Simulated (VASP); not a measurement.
# Hg (R-3m) in VASP: further runs

The runs below take Hg through single point, with PBE.

Program: VASP 6.6.1. These are calculated values, not measurements. Logs are shortened: lines on timing, memory, paths and dates and some standing lists are left out, and cuts for length are marked.

### 1 The cell of the first run

It takes space group R-3m (No. 166, trigonal). The conventional cell has a = 4.157 Å, b = 4.157 Å, c = 5.924 Å, α = 90.00°, β = 90.00°, γ = 120.00°. Within 4.1 Å of Hg (site symmetry -3m) lie 6 Hg at 3.11 Å.

### 2 Single point, PBE

The input, INCAR:

```
PREC = Accurate ; ENCUT = 520
EDIFF = 1E-7 ; ISMEAR = 1
SIGMA = 0.03 ; LREAL = False
LASPH = True ; NELM = 80
ALGO = Normal ; ISIF = 2
LWAVE = False ; LCHARG = True
GGA = PE ; LELF = True
LVHAR = True ; NBANDS = 12
```

The input, KPOINTS:

```
Automatic mesh
0
Gamma
  10 10 10
```

The input, POSCAR:

```
Hg
1.0
    2.0783995336      1.1999645302      1.9747385792
   -2.0783995336      1.1999645302      1.9747385792
    0.0000000000     -2.3999290604      1.9747385791
Hg
1
Direct
    0.0000000000      1.0000000000      0.0000000000
```

Potentials or basis: VASP PAW PBE potentials, release 64 (Hg).

Started as:

```sh
$ cat potpaw_PBE.64/Hg/POTCAR > POTCAR
$ mpirun -np 1 vasp_std > vasp.out
```

OUTCAR:

```text
PREC = Accurate
   ENCUT = 520
   EDIFF = 1E-7
   ISMEAR = 1
   LREAL = False
   LASPH = True
   NELM = 80
   ISIF = 2
   GGA = PE

 ion  position               nearest neighbor table
   1  0.000  0.000  0.000-

  LATTYP: Found a trigonal (rhomboedric) cell.
 ALAT       =     3.1079337109
 COS(alpha) =     0.1055736732

  Lattice vectors:

 A1 = (   2.0783995336,   1.1999645302,   1.9747385792)
 A2 = (  -2.0783995336,   1.1999645302,   1.9747385792)
 A3 = (   0.0000000000,  -2.3999290604,   1.9747385791)

Analysis of symmetry for initial positions (statically):
=====================================================================
 Subroutine PRICEL returns:
 Original cell was already a primitive cell.

 Routine SETGRP: Setting up the symmetry group for a
 trigonal (rhombohedral) supercell.

 Subroutine GETGRP returns: Found 12 space group operations
 (whereof 12 operations were pure point group operations)
 out of a pool of 12 trial point group operations.

The static configuration has the point symmetry D_3d.

Analysis of symmetry for dynamics (positions and initial velocities):
=====================================================================
 Subroutine PRICEL returns:
 Original cell was already a primitive cell.

 Routine SETGRP: Setting up the symmetry group for a
 trigonal (rhombohedral) supercell.

 Subroutine GETGRP returns: Found 12 space group operations
 (whereof 12 operations were pure point group operations)
 out of a pool of 12 trial point group operations.

The dynamic configuration has the point symmetry D_3d.

 Subroutine INISYM returns: Found 12 space group operations
 (whereof 12 operations are pure point group operations),
 and found     1 'primitive' translations

----------------------------------------------------------------------------------------

                                     Primitive cell

  volume of cell :      29.5501

  direct lattice vectors                    reciprocal lattice vectors
     2.078399534  1.199964530  1.974738579     0.240569723  0.138892994  0.168798714
    -2.078399534  1.199964530  1.974738579    -0.240569723  0.138892994  0.168798714
     0.000000000 -2.399929060  1.974738579     0.000000000 -0.277785989  0.168798714

  length of vectors
     3.107933711  3.107933711  3.107933711     0.325050860  0.325050860  0.325050860

  position of ions in fractional coordinates (direct lattice)
     0.000000000  0.000000000  0.000000000

  ion indices of the primitive-cell ions
   primitive index   ion index
                 1           1

----------------------------------------------------------------------------------------

 KPOINTS: Automatic mesh

Automatic generation of k-mesh.
 Grid dimensions read from file:
 generate k-points for:   10   10   10

 Generating k-lattice:

  Cartesian coordinates                     Fractional coordinates (reciprocal lattice)
     0.024056972  0.013889299  0.016879871     0.100000000  0.000000000  0.000000000
    -0.024056972  0.013889299  0.016879871     0.000000000  0.100000000  0.000000000
     0.000000000 -0.027778599  0.016879871     0.000000000  0.000000000  0.100000000

  Length of vectors
     0.032505086  0.032505086  0.032505086

  Shift w.r.t. Gamma in fractional coordinates (k-lattice)
     0.000000000  0.000000000  0.000000000

 Subroutine IBZKPT returns following result:
 ===========================================

 Found    116 irreducible k-points:

 Following reciprocal coordinates:
            Coordinates               Weight
  0.000000  0.000000  0.000000      1.000000
  0.100000 -0.000000  0.000000      6.000000
  0.200000 -0.000000  0.000000      6.000000
  0.300000 -0.000000  0.000000      6.000000
  0.400000  0.000000  0.000000      6.000000
  0.500000  0.000000  0.000000      3.000000
[... 16 lines left out ...]
  0.300000  0.300000  0.000000      6.000000
  0.400000  0.300000 -0.000000     12.000000
 [... further k-points ...]
   k-points           NKPTS =    116   k-points in BZ     NKDIM =    116   number of bands    NBANDS=     12
   number of dos      NEDOS =    301   number of ions     NIONS =      1
   total plane-waves  NPLWV =  13824
   dimension x,y,z NGX =    24 NGY =   24 NGZ =   24
   dimension x,y,z NGXF=    48 NGYF=   48 NGZF=   48
   ions per type =               1
   NGX,Y,Z   is equivalent  to a cutoff of  12.84, 12.84, 12.84 a.u.
   NGXF,Y,Z  is equivalent  to a cutoff of  25.68, 25.68, 25.68 a.u.
 SYSTEM =  unknown system
   PREC   = accura    normal or accurate (medium, high low for compatibility)
   ISTART =      0    job   : 0-new  1-cont  2-samecut
   ICHARG =      2    charge: 1-file 2-atom 10-const
   ISPIN  =      1    spin polarized calculation?
   LNONCOLLINEAR =      F non collinear calculations
   LSORBIT =      F    spin-orbit coupling
   LASPH  =      T    aspherical Exc in radial PAW
   ENCUT  =  520.0 eV  38.22 Ry    6.18 a.u.   5.78  5.78  5.78*2*pi/ulx,y,z
   NELM   =     80;   NELMIN=  2; NELMDL= -5     # of ELM steps
   EDIFF  = 0.1E-06   stopping-criterion for ELM
   LREAL  =      F    real-space projection
   EDIFFG = 0.1E-05   stopping-criterion for IOM
   NSW    =      0    number of steps for IOM
   IBRION =     -1    ionic relax: 0-MD 1-quasi-New 2-CG
   NFREE  =      0    steps in history (QN), initial steepest desc. (CG)
   ISIF   =      2    stress and relaxation
   ISYM   =      2    0-nonsym 1-usesym 2-fastsym
   POTIM  = 0.5000    time-step for ionic-motion
   TEBEG  =    0.0;   TEEND  =   0.0 temperature during run
   PSTRESS=    0.0 pullay stress
   NELECT =      12.0000    total number of electrons
   NUPDOWN=      -1.0000    fix difference up-down
   EMIN   =  10.00;   EMAX   =-10.00  energy-range for DOS
   EFERMI =   0.00;   METHOD = LEGACY
   ISMEAR =     1;   SIGMA  =   0.03  broadening in eV -4-tet -1-fermi 0-gaus
   EFERMI_NEDOS =   21; number of points for ismear=-14 and -15
   IALGO  =     38    algorithm
   IMIX   =      4    mixing-type and parameters
     AMIX     =   0.40;   BMIX     =  1.00
     AMIX_MAG =   1.60;   BMIX_MAG =  1.00
  volume/ion in A,a.u.               =      29.55       199.41
  Fermi-wavevector in a.u.,A,eV,Ry     =   1.212316  2.290945 19.996617  1.469710
  Thomas-Fermi vector in A             =   2.347804
   LORBIT       =      0    0 simple, 1 ext, 2 COOP (PROOUT), +10 PAW based schemes
   GGA     = PE    functional components
   LHFCALC =     F    Hartree Fock is set to
   AEXX    =    0.0000 exact exchange contribution
   IVDW    =     0    specifies the selected vdW correction
   LEPSILON=     F    determine dielectric tensor
   LRPA    =     F    only Hartree local field effects (RPA)
 non-spin polarized calculation
 Methfessel and Paxton  Order N= 1 SIGMA  =   0.03
  energy-cutoff  :      520.00
  volume of cell :       29.55
 maximum number of plane-waves:       811
   NGX = 11   NGY = 11   NGZ = 11

 number of electron      12.0000000 magnetization

 Free energy of the ion-electron system (eV)
  ---------------------------------------------------
  ext. energy  EPLUGINS =         0.00000000
  ---------------------------------------------------
  free energy    TOTEN  =        -0.17151184 eV

  energy without entropy =       -0.17145233  energy(sigma->0) =       -0.17149200

 E-fermi :   1.2019     XC(G=0):  -9.5670

 val. band max:        1.1999422385   @ k =  -0.2000   0.5000   0.1000
 cond. band min:       1.4628260990   @ k =   0.5000   0.5000   0.0000
 fundamental gap:      0.2628838605
 Fermi energy:         1.2018871485

 k-point     1 :       0.0000    0.0000    0.0000
  band No.  band energies     occupation
      1      -6.4066      2.00000
      2      -6.2183      2.00000
      3      -6.2183      2.00000
      4      -4.5929      2.00000
      5      -4.5929      2.00000
      6      -4.5513      2.00000
      7      10.9699      0.00000
      8      10.9699      0.00000
      9      11.1903      0.00000
     10      14.2595      0.00000
     11      15.9948      0.00000
     12      15.9948      0.00000

 k-point     2 :       0.1000   -0.0000    0.0000
  band No.  band energies     occupation
      1      -6.2843      2.00000
      2      -6.2058      2.00000
      3      -6.0742      2.00000
      4      -4.6432      2.00000
      5      -4.6187      2.00000
      6      -4.5675      2.00000
      7       9.2863      0.00000
      8      11.1872      0.00000
      9      11.3350      0.00000
     10      14.8614      0.00000
     11      15.9814      0.00000
     12      17.4384      0.00000

 k-point     3 :       0.2000   -0.0000    0.0000
  band No.  band energies     occupation
      1      -6.1741      2.00000
      2      -6.1668      2.00000
      3      -5.4172      2.00000
      4      -4.7706      2.00000
      5      -4.7254      2.00000
      6      -4.5636      2.00000
      7       6.5944      0.00000
      8      11.7834      0.00000
      9      11.8784      0.00000
     10      15.2979      0.00000
     11      15.9599      0.00000
     12      20.6083      0.00000
[... 286 lines left out ...]
 k-point    23 :       0.3000    0.3000    0.0000
  band No.  band energies     occupation
      1      -6.0129      2.00000
      2      -5.5421      2.00000
      3      -4.9986      2.00000
      4      -4.8613      2.00000
      5      -4.8145      2.00000
      6      -3.1958      2.00000
      7       5.7261      0.00000
      8       6.5412      0.00000
      9      11.9044      0.00000
     10      13.4728      0.00000
     11      17.5349      0.00000
     12      20.4733      0.00000

 k-point    24 :       0.4000    0.3000   -0.0000
  band No.  band energies     occupation
      1      -5.9756      2.00000
      2      -5.6965      2.00000
      3      -4.9598      2.00000
      4      -4.8280      2.00000
      5      -4.7455      2.00000
      6      -1.9503      2.00000
      7       3.5703      0.00000
      8       7.0448      0.00000
      9      10.6369      0.00000
     10      14.1201      0.00000
     11      18.3328      0.00000
     12      19.5722      0.00000

 [... further k-points ...]

------------------------ aborting loop because EDIFF is reached ----------------------------------------

  FORCE on cell =-STRESS in cart. coord.  units (eV):
  Direction    XX          YY          ZZ          XY          YZ          ZX
  --------------------------------------------------------------------------------------
  -------------------------------------------------------------------------------------
  Total        0.0364756      0.0364756     -0.0138861      0.0000000      0.0000000     -0.0000000
  in kB        1.9776740      1.9776740     -0.7528912      0.0000000      0.0000000     -0.0000000
  external PRESSURE =       1.0674856 kB  Pullay stress =       0.0000000 kB

 VOLUME and BASIS-vectors are now :
 -----------------------------------------------------------------------------
  energy-cutoff  :      520.00
  volume of cell :       29.55
      direct lattice vectors                 reciprocal lattice vectors
     2.078399534  1.199964530  1.974738579     0.240569723  0.138892994  0.168798714
    -2.078399534  1.199964530  1.974738579    -0.240569723  0.138892994  0.168798714
     0.000000000 -2.399929060  1.974738579     0.000000000 -0.277785989  0.168798714

 POSITION                                       TOTAL-FORCE (eV/Angst)
 -----------------------------------------------------------------------------------
      0.00000      0.00000      0.00000         0.000000      0.000000     -0.000000
 -----------------------------------------------------------------------------------
    total drift:                                0.000000     -0.000000      0.000000

  FREE ENERGIE OF THE ION-ELECTRON SYSTEM (eV)
  ---------------------------------------------------
  free  energy   TOTEN  =        -0.1715118402 eV

  energy  without entropy=       -0.1714523345  energy(sigma->0) =       -0.17149200
```

Wall time 25 s (1 thread of Intel Xeon 8259CL, shared host); peak memory 0.17 GiB.

Results:

| Property | Result |
| --- | --- |
| Free energy | -0.1715 eV |
| Pressure | 0.1 GPa |
| Band gap on the k mesh | zero (band 6 reaches 4.26 eV, above the bottom of band 7 at 0.01 eV) |

Stress tensor (GPa, compression positive):
```
 0.20  0.00  0.00
 0.00  0.20  0.00
 0.00  0.00 -0.08
```

Caveat: spin-orbit coupling is left out, which moves the levels of the heavy elements.

### 3 Single point, PBE

The input, INCAR:

```
PREC = Accurate ; ENCUT = 520
EDIFF = 1E-6 ; ISMEAR = 1
SIGMA = 0.1 ; LREAL = F
LASPH = T ; NELM = 80
ALGO = Normal ; ISIF = 2
LWAVE = F ; LCHARG = F
GGA = PE ; NBANDS = 12
```

The input, KPOINTS:

```
regular mesh
0
Gamma
  10 10 10
```

POSCAR is that of step 2.

Potentials or basis: VASP PAW PBE potentials, release 64 (Hg).

Started as:

```sh
$ cat potpaw_PBE.64/Hg/POTCAR > POTCAR
$ mpirun -np 1 vasp_std > vasp.out
```

OUTCAR:

```text
PREC = Accurate
   ENCUT = 520
   EDIFF = 1E-6
   ISMEAR = 1
   LREAL = F
   LASPH = T
   NELM = 80
   ISIF = 2
   GGA = PE

 ion  position               nearest neighbor table
   1  0.000  0.000  0.000-

  LATTYP: Found a trigonal (rhomboedric) cell.
 ALAT       =     3.1079337109
 COS(alpha) =     0.1055736732

  Lattice vectors:

 A1 = (   2.0783995336,   1.1999645302,   1.9747385792)
[... 538 lines left out ...]
     10      14.1202      0.00000
     11      18.3328      0.00000
     12      19.5722      0.00000

 [... further k-points ...]

------------------------ aborting loop because EDIFF is reached ----------------------------------------

  FORCE on cell =-STRESS in cart. coord.  units (eV):
  Direction    XX          YY          ZZ          XY          YZ          ZX
  --------------------------------------------------------------------------------------
  -------------------------------------------------------------------------------------
  Total        0.0370794      0.0370794     -0.0107360      0.0000000      0.0000000      0.0000000
  in kB        2.0104100      2.0104100     -0.5820942      0.0000000      0.0000000      0.0000000
  external PRESSURE =       1.1462419 kB  Pullay stress =       0.0000000 kB

 VOLUME and BASIS-vectors are now :
 -----------------------------------------------------------------------------
  energy-cutoff  :      520.00
  volume of cell :       29.55
      direct lattice vectors                 reciprocal lattice vectors
     2.078399534  1.199964530  1.974738579     0.240569723  0.138892994  0.168798714
    -2.078399534  1.199964530  1.974738579    -0.240569723  0.138892994  0.168798714
     0.000000000 -2.399929060  1.974738579     0.000000000 -0.277785989  0.168798714

 POSITION                                       TOTAL-FORCE (eV/Angst)
 -----------------------------------------------------------------------------------
      0.00000      0.00000      0.00000         0.000000      0.000000     -0.000000
 -----------------------------------------------------------------------------------
    total drift:                                0.000000     -0.000000      0.000000

  FREE ENERGIE OF THE ION-ELECTRON SYSTEM (eV)
  ---------------------------------------------------
  free  energy   TOTEN  =        -0.1716185509 eV

  energy  without entropy=       -0.1714301631  energy(sigma->0) =       -0.17155575
```

OSZICAR:

```text
N       E                     dE             d eps       ncg     rms          rms(c)
DAV:   1     0.744296831985E+02    0.74430E+02   -0.63095E+03  2912   0.926E+02
DAV:   2     0.120122373039E+01   -0.73228E+02   -0.68659E+02  2984   0.223E+02
DAV:   3    -0.195854929231E+00   -0.13971E+01   -0.13963E+01  3336   0.345E+01
DAV:   4    -0.197516704162E+00   -0.16618E-02   -0.16617E-02  2988   0.127E+00
DAV:   5    -0.197519855980E+00   -0.31518E-05   -0.31519E-05  3308   0.511E-02    0.234E+00
DAV:   6    -0.172924342759E+00    0.24596E-01   -0.65070E-02  3256   0.278E+00    0.187E+00
DAV:   7    -0.171494568754E+00    0.14298E-02   -0.76347E-03  3184   0.806E-01    0.922E-01
DAV:   8    -0.171586682138E+00   -0.92113E-04   -0.80458E-04  2984   0.330E-01    0.283E-02
DAV:   9    -0.171612248586E+00   -0.25566E-04   -0.12647E-05  3100   0.294E-02    0.855E-03
DAV:  10    -0.171618605042E+00   -0.63565E-05   -0.64309E-06  2908   0.230E-02    0.103E-03
DAV:  11    -0.171618550906E+00    0.54136E-07   -0.78745E-08  2012   0.197E-03
   1 F= -.17161855E+00 E0= -.17155575E+00  d E =-.188388E-03
```

stdout:

```text
POSCAR found type information on POSCAR Hg
 POSCAR found :  1 types and       1 ions
 scaLAPACK will be used
 LDA part: xc-table for (Slater+PW92), standard interpolation
 POSCAR, INCAR and KPOINTS ok, starting setup
 FFT: planning ... GRIDC
 FFT: planning ... GRID_SOFT
 FFT: planning ... GRID
 WAVECAR not read
 entering main loop
```

It took 27 s on 1 thread of Intel Xeon 8259CL, shared host; peak memory 0.16 GiB.

What came out:

- Free energy: -0.1716 eV
- Pressure: 0.1 GPa
- Band gap on the k mesh: zero (band 6 reaches 4.26 eV, above the bottom of band 7 at 0.01 eV)

Caveat: spin-orbit coupling is left out, which moves the levels of the heavy elements.

### 4 Single point, PBE

The input, INCAR:

```
SYSTEM = Hg
  PREC = Accurate
  ENCUT = 500
  EDIFF = 1E-6
  ISMEAR = -1
  SIGMA = 0.1
  LREAL = .FALSE.
  LASPH = .TRUE.
  NELM = 120
  ALGO = Normal
  ISIF = 2
  LWAVE = .FALSE.
  LCHARG = .TRUE.
  GGA = PE
  LELF = .TRUE.
  LVHAR = .TRUE.
  NBANDS = 12
  GGA_COMPAT = .FALSE.
```

The input, KPOINTS:

```
Automatic mesh
0
G
  5 5 5
  0 0 0
```

The input, POSCAR:

```
Hg
1.0
    2.0783143013      1.1999153213      1.9747811108
   -2.0783143013      1.1999153213      1.9747811108
    0.0000000000     -2.3998306426      1.9747811107
Hg
1
Direct
    0.0000000000      0.0000000000      0.0000000000
```

Started as:

```sh
$ cat potpaw_PBE.64/Hg/POTCAR > POTCAR
$ mpirun -np 1 vasp_std > vasp.out
```

Run time: 6.3 s. Hardware: 1 thread of AMD EPYC 9R45 (Zen 5), shared host; peak memory 0.1 GiB.

It converged, with:

| Property | Result |
| --- | --- |
| Free energy | -0.1897 eV |
| Pressure | -0.2 GPa |
| Band gap on the k mesh | zero (band 6 reaches 2.06 eV, above the bottom of band 7 at 1.58 eV) |

Stress tensor (GPa, compression positive):
```
 0.23  0.00  0.00
 0.00  0.23  0.00
 0.00  0.00 -0.95
```

Levels at points of the mesh, in eV from the Fermi level:
| k point | band 3 | band 4 | band 5 | band 6 | band 7 | band 8 | band 9 | band 10 |
| --- | --- | --- | --- | --- | --- | --- | --- | --- |
| (0.00, 0.00, 0.00) | -7.97 | -6.34 | -6.34 | -6.30 | 9.23 | 9.23 | 9.45 | 12.52 |

Caveat: the k points lie up to 0.41 Å⁻¹ apart; spin-orbit coupling is left out, which moves the levels of the heavy elements.

### 5 Overview

```tsv
k mesh	cutoff (eV)	smearing	gap on the mesh (eV)	pressure (GPa)
10 × 10 × 10	520	methfessel-paxton 0.03 eV	none	0.1
10 × 10 × 10	520	methfessel-paxton 0.1 eV	none	0.1
5 × 5 × 5	500	fermi-dirac 0.1 eV	none	-0.2
```

Alike in all rows: task single point; level PBE; potentials or basis VASP PAW PBE potentials, release 64 (Hg); no spin polarisation; cell as given.

Caveats: some runs use coarse meshes; spin-orbit coupling is left out, which moves the levels of the heavy elements.

Absolute energies hang on the potentials; compare differences alone.
